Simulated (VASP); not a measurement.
# MgZn2TeSe2 (P4mm) in VASP: a series of runs

The runs below take MgZn2TeSe2 through single point, relaxation of cell and atoms, with PBE.

Everything below comes from runs of VASP 6.6.1. Logs are shortened: lines on timing, memory, paths and dates and some standing lists are left out, and cuts for length are marked.

### 1 The cell of the first run

Symmetry: P4mm, No. 99, tetragonal system. The conventional cell has a = 5.359 Å, b = 5.359 Å, c = 5.860 Å, α = 90.00°, β = 90.00°, γ = 90.00°. Mg (site symmetry 4mm) has 4 Se at 2.68 Å and 2 Te at 2.88 to 2.98 Å and 4 Zn at 3.55 Å within 3.6 Å. Within 3.2 Å of Zn (site symmetry 2mm) lie 1 Se at 2.43 Å and 2 Te at 2.76 Å. Te (site symmetry 4mm) has 4 Zn at 2.76 Å and 2 Mg at 2.88 to 2.98 Å within 3.6 Å. Se (site symmetry 2mm) has 1 Zn at 2.43 Å and 2 Mg at 2.68 Å within 3.2 Å.

The cell was built from a structure type or drawn by symmetry, and may not be a known phase.

### 2 Single point, PBE

Contents of INCAR:

```
PREC = Accurate
ENCUT = 520
EDIFF = 1E-6
ISMEAR = 0
SIGMA = 0.15
LREAL = F
LASPH = T
NELM = 80
ALGO = Normal
ISIF = 2
LWAVE = F
LCHARG = F
GGA = PE
NBANDS = 31
```

Contents of KPOINTS:

```
Automatic mesh
0
Gamma
  2 2 3
```

Contents of POSCAR:

```
MgZn2TeSe2
1.0
    5.3590300497      0.0000000000      0.0000000000
    0.0000000000      5.3590300497      0.0000000000
    0.0000000000      0.0000000000      5.8599381817
Mg Zn Te Se
1 2 1 2
Direct
    0.0000000000      0.0000000000      0.4623325566
    0.5000000000      0.0000000000      0.0640511279
    0.0000000000      0.5000000000      0.0640511279
    0.0000000000      0.0000000000      0.9537021128
    0.5000000000      0.0000000000      0.4794521674
    0.0000000000      0.5000000000      0.4794521674
```

Potentials or basis: VASP PAW PBE potentials, release 64 (Mg, Zn, Te, Se).

Started as:

```console
$ cat potpaw_PBE.64/Mg/POTCAR potpaw_PBE.64/Zn/POTCAR potpaw_PBE.64/Te/POTCAR potpaw_PBE.64/Se/POTCAR > POTCAR
$ mpirun -np 1 vasp_std > vasp.out
```

OUTCAR:

```text
PREC = Accurate
   ENCUT = 520
   EDIFF = 1E-6
   ISMEAR = 0
   LREAL = F
   LASPH = T
   NELM = 80
   ISIF = 2
   GGA = PE

 ion  position               nearest neighbor table
   1  0.000  0.000  0.462-   5 2.68   6 2.68   6 2.68   5 2.68   4 2.88   4 2.98
   2  0.500  0.000  0.064-   5 2.43   4 2.76   4 2.76
   3  0.000  0.500  0.064-   6 2.43   4 2.76   4 2.76
   4  0.000  0.000  0.954-   2 2.76   3 2.76   3 2.76   2 2.76   1 2.88   1 2.98
   5  0.500  0.000  0.479-   2 2.43   1 2.68   1 2.68
   6  0.000  0.500  0.479-   3 2.43   1 2.68   1 2.68

  LATTYP: Found a simple tetragonal cell.
 ALAT       =     5.3590300497
 C/A-ratio  =     1.0934699241

  Lattice vectors:

 A1 = (   5.3590300497,   0.0000000000,   0.0000000000)
 A2 = (   0.0000000000,   5.3590300497,   0.0000000000)
 A3 = (   0.0000000000,   0.0000000000,   5.8599381817)

Analysis of symmetry for initial positions (statically):
=====================================================================
 Subroutine PRICEL returns:
 Original cell was already a primitive cell.

 Routine SETGRP: Setting up the symmetry group for a
 simple tetragonal supercell.

 Subroutine GETGRP returns: Found  8 space group operations
 (whereof  8 operations were pure point group operations)
 out of a pool of 16 trial point group operations.

The static configuration has the point symmetry C_4v.

Analysis of symmetry for dynamics (positions and initial velocities):
=====================================================================
 Subroutine PRICEL returns:
 Original cell was already a primitive cell.

 Routine SETGRP: Setting up the symmetry group for a
 simple tetragonal supercell.

 Subroutine GETGRP returns: Found  8 space group operations
 (whereof  8 operations were pure point group operations)
 out of a pool of 16 trial point group operations.

The dynamic configuration has the point symmetry C_4v.

 Subroutine INISYM returns: Found  8 space group operations
 (whereof  8 operations are pure point group operations),
 and found     1 'primitive' translations

----------------------------------------------------------------------------------------

                                     Primitive cell

  volume of cell :     168.2928

  direct lattice vectors                    reciprocal lattice vectors
     5.359030050  0.000000000  0.000000000     0.186600932  0.000000000  0.000000000
     0.000000000  5.359030050  0.000000000     0.000000000  0.186600932  0.000000000
     0.000000000  0.000000000  5.859938182     0.000000000  0.000000000  0.170650264

  length of vectors
     5.359030050  5.359030050  5.859938182     0.186600932  0.186600932  0.170650264

  position of ions in fractional coordinates (direct lattice)
     0.000000000  0.000000000  0.462332557
     0.500000000  0.000000000  0.064051128
     0.000000000  0.500000000  0.064051128
     0.000000000  0.000000000  0.953702113
     0.500000000  0.000000000  0.479452167
     0.000000000  0.500000000  0.479452167

  ion indices of the primitive-cell ions
   primitive index   ion index
                 1           1
                 2           2
                 3           3
                 4           4
                 5           5
                 6           6

----------------------------------------------------------------------------------------

 KPOINTS: Automatic mesh

Automatic generation of k-mesh.
 Grid dimensions read from file:
 generate k-points for:    2    2    3

 Generating k-lattice:

  Cartesian coordinates                     Fractional coordinates (reciprocal lattice)
     0.093300466  0.000000000  0.000000000     0.500000000  0.000000000  0.000000000
     0.000000000  0.093300466  0.000000000     0.000000000  0.500000000  0.000000000
     0.000000000  0.000000000  0.056883421     0.000000000  0.000000000  0.333333333

  Length of vectors
     0.093300466  0.093300466  0.056883421

  Shift w.r.t. Gamma in fractional coordinates (k-lattice)
     0.000000000  0.000000000  0.000000000

 Subroutine IBZKPT returns following result:
 ===========================================

 Found      6 irreducible k-points:

 Following reciprocal coordinates:
            Coordinates               Weight
  0.000000  0.000000  0.000000      1.000000
  0.500000  0.000000  0.000000      2.000000
  0.500000  0.500000  0.000000      1.000000
  0.000000  0.000000  0.333333      2.000000
  0.500000  0.000000  0.333333      4.000000
  0.500000  0.500000  0.333333      2.000000
   k-points           NKPTS =      6   k-points in BZ     NKDIM =      6   number of bands    NBANDS=     31
   number of dos      NEDOS =    301   number of ions     NIONS =      6
   total plane-waves  NPLWV =  76800
   dimension x,y,z NGX =    40 NGY =   40 NGZ =   48
   dimension x,y,z NGXF=    80 NGYF=   80 NGZF=   96
   ions per type =               1   2   1   2
   NGX,Y,Z   is equivalent  to a cutoff of  12.41, 12.41, 13.62 a.u.
   NGXF,Y,Z  is equivalent  to a cutoff of  24.82, 24.82, 27.24 a.u.
 SYSTEM =  unknown system
   PREC   = accura    normal or accurate (medium, high low for compatibility)
   ISTART =      0    job   : 0-new  1-cont  2-samecut
   ICHARG =      2    charge: 1-file 2-atom 10-const
   ISPIN  =      1    spin polarized calculation?
   LNONCOLLINEAR =      F non collinear calculations
   LSORBIT =      F    spin-orbit coupling
   LASPH  =      T    aspherical Exc in radial PAW
   ENCUT  =  520.0 eV  38.22 Ry    6.18 a.u.   9.96  9.96 10.90*2*pi/ulx,y,z
   NELM   =     80;   NELMIN=  2; NELMDL= -5     # of ELM steps
   EDIFF  = 0.1E-05   stopping-criterion for ELM
   LREAL  =      F    real-space projection
   EDIFFG = 0.1E-04   stopping-criterion for IOM
   NSW    =      0    number of steps for IOM
   IBRION =     -1    ionic relax: 0-MD 1-quasi-New 2-CG
   NFREE  =      0    steps in history (QN), initial steepest desc. (CG)
   ISIF   =      2    stress and relaxation
   ISYM   =      2    0-nonsym 1-usesym 2-fastsym
   POTIM  = 0.5000    time-step for ionic-motion
   TEBEG  =    0.0;   TEEND  =   0.0 temperature during run
   PSTRESS=    0.0 pullay stress
   NELECT =      44.0000    total number of electrons
   NUPDOWN=      -1.0000    fix difference up-down
   EMIN   =  10.00;   EMAX   =-10.00  energy-range for DOS
   EFERMI =   0.00;   METHOD = LEGACY
   ISMEAR =     0;   SIGMA  =   0.15  broadening in eV -4-tet -1-fermi 0-gaus
   EFERMI_NEDOS =   21; number of points for ismear=-14 and -15
   IALGO  =     38    algorithm
   IMIX   =      4    mixing-type and parameters
     AMIX     =   0.40;   BMIX     =  1.00
     AMIX_MAG =   1.60;   BMIX_MAG =  1.00
  volume/ion in A,a.u.               =      28.05       189.28
  Fermi-wavevector in a.u.,A,eV,Ry     =   1.046817  1.978196 14.909603  1.095825
  Thomas-Fermi vector in A             =   2.181671
   LORBIT       =      0    0 simple, 1 ext, 2 COOP (PROOUT), +10 PAW based schemes
   GGA     = PE    functional components
   LHFCALC =     F    Hartree Fock is set to
   AEXX    =    0.0000 exact exchange contribution
   IVDW    =     0    specifies the selected vdW correction
   LEPSILON=     F    determine dielectric tensor
   LRPA    =     F    only Hartree local field effects (RPA)
 non-spin polarized calculation
 Gauss-broadening in eV      SIGMA  =   0.15
  energy-cutoff  :      520.00
  volume of cell :      168.29
 maximum number of plane-waves:      4540
 NGX is ok and might be reduce to    40
   NGX = 19   NGY = 19   NGZ = 21

 number of electron      44.0000050 magnetization

 Free energy of the ion-electron system (eV)
  ---------------------------------------------------
  ext. energy  EPLUGINS =         0.00000000
  ---------------------------------------------------
  free energy    TOTEN  =       -15.86327107 eV

  energy without entropy =      -15.83679018  energy(sigma->0) =      -15.85003062

 E-fermi :   1.5829     XC(G=0):  -8.4456

 val. band max:        1.4941391192   @ k =   0.0000   0.0000   0.3333
 cond. band min:       2.0599401276   @ k =   0.0000   0.0000   0.3333
 fundamental gap:      0.5658010085
 Fermi energy:         1.5828868829

 k-point     1 :       0.0000    0.0000    0.0000
  band No.  band energies     occupation
      1     -10.8530      2.00000
      2      -9.9204      2.00000
      3      -9.3257      2.00000
      4      -5.0870      2.00000
      5      -5.0150      2.00000
      6      -5.0150      2.00000
[... 23 lines left out ...]
     30       7.3675      0.00000
     31       7.3724      0.00000

 k-point     2 :       0.5000    0.0000    0.0000
  band No.  band energies     occupation
      1     -10.4617      2.00000
      2     -10.2786      2.00000
      3      -9.2709      2.00000
      4      -5.2077      2.00000
      5      -5.0494      2.00000
      6      -5.0203      2.00000
[... 23 lines left out ...]
     30       7.9434      0.00000
     31       8.8536      0.00000

 k-point     3 :       0.5000    0.5000    0.0000
  band No.  band energies     occupation
      1     -10.2618      2.00000
      2     -10.2618      2.00000
      3      -9.3454      2.00000
      4      -5.2613      2.00000
      5      -5.2613      2.00000
      6      -5.0360      2.00000
[... 23 lines left out ...]
     30       7.6146      0.00000
     31       8.4632      0.00000

 k-point     4 :       0.0000    0.0000    0.3333
  band No.  band energies     occupation
      1     -10.6962      2.00000
      2      -9.8897      2.00000
      3      -9.5456      2.00000
      4      -5.0868      2.00000
      5      -5.0709      2.00000
      6      -5.0287      2.00000
[... 23 lines left out ...]
     30       7.8866      0.00000
     31       7.8866      0.00000

 k-point     5 :       0.5000    0.0000    0.3333
  band No.  band energies     occupation
      1     -10.3313      2.00000
      2     -10.2404      2.00000
      3      -9.4080      2.00000
      4      -5.2060      2.00000
      5      -5.0655      2.00000
      6      -5.0518      2.00000
[... 23 lines left out ...]
     30       7.6738      0.00000
     31       7.8520      0.00000

 k-point     6 :       0.5000    0.5000    0.3333
  band No.  band energies     occupation
      1     -10.2239      2.00000
      2     -10.2239      2.00000
      3      -9.3015      2.00000
      4      -5.2611      2.00000
      5      -5.2611      2.00000
      6      -5.0738      2.00000
[... 23 lines left out ...]
     30       7.3574      0.00000
     31       8.2893      0.00000

------------------------ aborting loop because EDIFF is reached ----------------------------------------

  FORCE on cell =-STRESS in cart. coord.  units (eV):
  Direction    XX          YY          ZZ          XY          YZ          ZX
  --------------------------------------------------------------------------------------
  -------------------------------------------------------------------------------------
  Total        0.1090984      0.1090984      0.7566372      0.0000000      0.0000000      0.0000000
  in kB        1.0386363      1.0386363      7.2033221      0.0000000      0.0000000      0.0000000
  external PRESSURE =       3.0935316 kB  Pullay stress =       0.0000000 kB

 VOLUME and BASIS-vectors are now :
 -----------------------------------------------------------------------------
  energy-cutoff  :      520.00
  volume of cell :      168.29
      direct lattice vectors                 reciprocal lattice vectors
     5.359030050  0.000000000  0.000000000     0.186600932  0.000000000  0.000000000
     0.000000000  5.359030050  0.000000000     0.000000000  0.186600932  0.000000000
     0.000000000  0.000000000  5.859938182     0.000000000  0.000000000  0.170650264

 POSITION                                       TOTAL-FORCE (eV/Angst)
 -----------------------------------------------------------------------------------
      0.00000      0.00000      2.70924         0.000000      0.000000      0.040599
      2.67952      0.00000      0.37534         0.000000     -0.000000     -0.007564
      0.00000      2.67952      0.37534         0.000000      0.000000     -0.007564
      0.00000      0.00000      5.58864         0.000000      0.000000     -0.055008
      2.67952      0.00000      2.80956         0.000000     -0.000000      0.014769
      0.00000      2.67952      2.80956         0.000000      0.000000      0.014769
 -----------------------------------------------------------------------------------
    total drift:                               -0.000000     -0.000000     -0.000733

  FREE ENERGIE OF THE ION-ELECTRON SYSTEM (eV)
  ---------------------------------------------------
  free  energy   TOTEN  =       -15.8632710668 eV

  energy  without entropy=      -15.8367901791  energy(sigma->0) =      -15.85003062
```

Run time: 23 s. Hardware: 1 thread of Intel Xeon 6975P-C (Granite Rapids), shared host; peak memory 0.27 GiB.

Results:

```
Free energy            : -15.8633 eV
Pressure               : 0.3 GPa
Largest force          : 0.055 eV/Å
Band gap on the k mesh : zero (bands 22 and 23 overlap by 0.90 eV)
```

Forces in eV/Å, atoms in the order of the input:
```
Mg   0.000  0.000  0.041
Zn   0.000  0.000 -0.008
Zn   0.000  0.000 -0.008
Te   0.000  0.000 -0.055
Se   0.000  0.000  0.015
Se   0.000  0.000  0.015
```

Stress tensor (GPa, compression positive):
```
0.10 0.00 0.00
0.00 0.10 0.00
0.00 0.00 0.72
```

Caveat: the k points lie up to 0.59 Å⁻¹ apart, too coarse for converged energies and pressures of a metal; spin-orbit coupling is left out, which moves the levels of the heavy elements.

### 3 Relaxation of cell and atoms, PBE

This run uses another cell than the first one, of 26.26 Å³/atom.

Contents of INCAR:

```
ALGO     = Normal         # electronic algorithm
EDIFF    = 1E-6           # SCF threshold, eV
EDIFFG   = -0.08          # ionic threshold
ENCUT    = 600            # plane-wave cutoff, eV
GGA      = PE             # functional
IBRION   = 2              # ionic algorithm
ISIF     = 3              # what is computed and relaxed
ISMEAR   = 0              # smearing method
LASPH    = T              # aspherical terms in the spheres
LCHARG   = F              # write CHGCAR
LREAL    = F              # projectors in reciprocal space
LWAVE    = F              # write WAVECAR
NELM     = 60             # most SCF steps
NSW      = 36             # ionic steps
PREC     = Accurate       # precision mode
SIGMA    = 0.15           # smearing width, eV
```

Contents of KPOINTS:

```
k-points
0
Gamma
  2 2 3
```

Contents of POSCAR:

```
MgZn2TeSe2
1.0
    5.7893594100      0.0000000000      0.0000000000
    0.0000000000      5.7893594100      0.0000000000
    0.0000000000      0.0000000000      4.7007184600
Mg Zn Te Se
1 2 1 2
Direct
    0.0000000000      0.0000000000      0.3159622700
    0.5000000000      0.0000000000      0.0771952700
    0.0000000000      0.5000000000      0.0771952700
    0.0000000000      0.0000000000      0.8480521500
    0.5000000000      0.0000000000      0.5923181500
    0.0000000000      0.5000000000      0.5923181500
```

Potentials or basis: VASP PAW PBE potentials, release 64 (Mg, Zn, Te, Se).

Started as:

```console
$ cat potpaw_PBE.64/Mg/POTCAR potpaw_PBE.64/Zn/POTCAR potpaw_PBE.64/Te/POTCAR potpaw_PBE.64/Se/POTCAR > POTCAR
$ mpirun -np 1 vasp_std > vasp.out
```

It took 8.4 min on 1 thread of Intel Xeon 6975P-C (Granite Rapids), shared host; peak memory 0.34 GiB.

Results (log left out):

```yaml
Free_energy: -15.8663 eV
Relaxed_volume: 28.33 Å³/atom
Relaxed_cell: a = 5.333 Å, b = 5.333 Å, c = 5.977 Å, α = 90.00°, β = 90.00°, γ = 90.00°
Space_group_after_relaxing_to_0.1_Å: P4mm (No. 99)
Energy_gained_by_relaxing: 625.5 meV/atom
Ionic_steps: 35
Pressure_after_relaxing: 0.1 GPa
Largest_force_after_relaxing: 0.077 eV/Å
Band_gap_on_the_k_mesh: zero (bands 22 and 23 overlap by 0.85 eV)
```

Forces on the atoms (eV/Å):
```
Mg   0.000  0.000  0.077
Zn   0.000  0.000 -0.001
Zn   0.000  0.000 -0.001
Te   0.000  0.000 -0.037
Se   0.000  0.000 -0.019
Se   0.000  0.000 -0.019
```

Step by step:
| step | energy change (eV) | largest force (eV/Å) | pressure (GPa) | volume (Å³) |
| --- | --- | --- | --- | --- |
| 1 | 0.0000 | 5.1570 | 11.34 | 157.55 |
| 2 | -0.3977 | 4.3293 | -2.91 | 202.92 |
| 3 | -1.2388 | 2.8860 | 1.20 | 177.49 |
| 4 | -1.2423 | 2.7845 | 1.46 | 176.69 |
| 5 | -1.5846 | 0.9701 | -0.79 | 187.75 |
| 6 | -1.6255 | 1.6595 | -1.49 | 193.59 |
| 7 | -1.8517 | 1.6547 | -0.27 | 191.44 |
| 8 | -1.8837 | 1.6364 | 0.62 | 190.25 |
| 9 | -2.0362 | 1.0664 | 0.39 | 190.40 |
| 10 | -2.3339 | 2.0419 | 0.11 | 190.80 |
| 11 | -2.2749 | 3.6703 | 1.00 | 191.33 |
| 12 | -2.4102 | 2.9090 | 0.35 | 191.08 |
| 13 | -2.5467 | 2.7052 | -0.11 | 191.32 |
| 14 | -2.8922 | 1.9910 | -1.23 | 191.90 |
| 15 | -3.1890 | 1.1519 | -2.62 | 192.46 |
| 16 | -3.2884 | 1.0335 | -2.39 | 189.14 |
| 17 | -3.5215 | 0.6961 | -1.36 | 179.35 |
| 18 | -3.5755 | 0.6280 | 2.48 | 160.60 |
| 19 | -3.6335 | 0.3537 | 0.42 | 168.86 |
| 20 | -3.6344 | 0.3547 | 0.63 | 167.94 |
| 21 | -3.6489 | 0.3408 | 0.30 | 168.71 |
| 22 | -3.6612 | 0.3091 | -0.23 | 170.20 |
| 23 | -3.6766 | 0.2464 | -0.20 | 170.14 |
| 24 | -3.7098 | 0.2328 | -0.19 | 169.95 |
| 25 | -3.7076 | 0.4712 | -0.10 | 169.56 |
| 26 | -3.7208 | 0.2495 | -0.16 | 169.77 |
| 27 | -3.7362 | 0.0926 | 0.03 | 168.61 |
| 28 | -3.7412 | 0.0877 | 0.24 | 167.46 |
| 29 | -3.7453 | 0.0987 | -0.06 | 169.08 |
| 30 | -3.7461 | 0.1080 | -0.31 | 170.40 |
| 31 | -3.7485 | 0.0885 | -0.23 | 170.42 |
| 32 | -3.7504 | 0.0933 | -0.11 | 170.46 |
| 33 | -3.7505 | 0.0948 | -0.06 | 170.47 |
| 34 | -3.7521 | 0.0852 | 0.00 | 170.23 |
| 35 | -3.7528 | 0.0768 | 0.06 | 169.97 |

Final structure:
```yaml
crystal:
  lattice:
    - [5.33263, 0.00000, 0.00000]
    - [0.00000, 5.33263, 0.00000]
    - [0.00000, 0.00000, 5.97724]
  atoms:
    - { symbol: Mg, position: [0.00000, 0.00000, 0.45907] }
    - { symbol: Zn, position: [0.50000, 0.00000, 0.07104] }
    - { symbol: Zn, position: [0.00000, 0.50000, 0.07104] }
    - { symbol: Te, position: [0.00000, 0.00000, 0.94873] }
    - { symbol: Se, position: [0.50000, 0.00000, 0.47658] }
    - { symbol: Se, position: [0.00000, 0.50000, 0.47658] }
```

Levels at points of the mesh, in eV from the Fermi level:
```
           k point  band 20  band 21  band 22  band 23  band 24  band 25
(0.00, 0.00, 0.00)    -0.71    -0.36    -0.19    -0.14    -0.14     1.87
(0.50, 0.00, 0.00)    -1.06    -1.04    -1.02    -0.20     3.41     3.78
(0.50, 0.50, 0.00)    -2.36    -0.58     0.62     1.61     3.83     3.83
```

Caveat: the k points lie up to 0.59 Å⁻¹ apart in the final cell, too coarse for converged energies and pressures of a metal; a cell axis changed by over 15 % at a fixed basis, so the end point is rough; spin-orbit coupling is left out, which moves the levels of the heavy elements; the relaxation stopped at a loose force limit of 0.08 eV/Å, so its end isn't a converged minimum.
